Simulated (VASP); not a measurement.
Set up this calculation in VASP 6.6.1, as the native input.

```yaml
Task: single point
Functional: PBE
Potentials_or_basis: VASP PAW PBE potentials, release 64 (Zn)
Cutoff: 500 eV
k_mesh: 20 × 20 × 20
Occupations: methfessel-paxton, width 0.05 eV
Spin: no spin polarisation
Dipole_correction: no
Further_INCAR_settings: ALGO = Normal; EDIFF = 1e-06; NBANDS = 12
```

The structure of Zn lies in POSCAR:

```
Zn
1.0
    0.0000000000      1.9644062851      1.9644062851
    1.9644062851      0.0000000000      1.9644062851
    1.9644062851      1.9644062851      0.0000000000
Zn
1
Direct
    0.0000000000      0.0000000000      0.0000000000
```

This isn't the form of Zn at room conditions, which is hcp.

The input as run:

INCAR

```
SYSTEM = Zn
ALGO = Normal ; EDIFF = 1E-6
ENCUT = 500 ; GGA = PE
GGA_COMPAT = .False. ; ISIF = 2
ISMEAR = 1 ; LASPH = .True.
LCHARG = .False. ; LREAL = .False.
LWAVE = .False. ; NBANDS = 12
NELM = 120 ; PREC = Accurate
SIGMA = 0.05
```

KPOINTS

```
k-points
0
Gamma
  20 20 20
  0 0 0
```

Potentials or basis: VASP PAW PBE potentials, release 64 (Zn).

The run is started by

```bash
$ cat potpaw_PBE.64/Zn/POTCAR > POTCAR
$ mpirun -np 1 vasp_std > vasp.out
```

It gave:

The pressure is 0.4 GPa and the band gap on the k mesh is zero (bands 6 and 7 overlap by 3.63 eV).

Run time: 17 s on 1 thread of Intel(R) Xeon(R) Platinum 8488C (Sapphire Rapids), with other jobs on the host, peak memory 0.15 GiB.
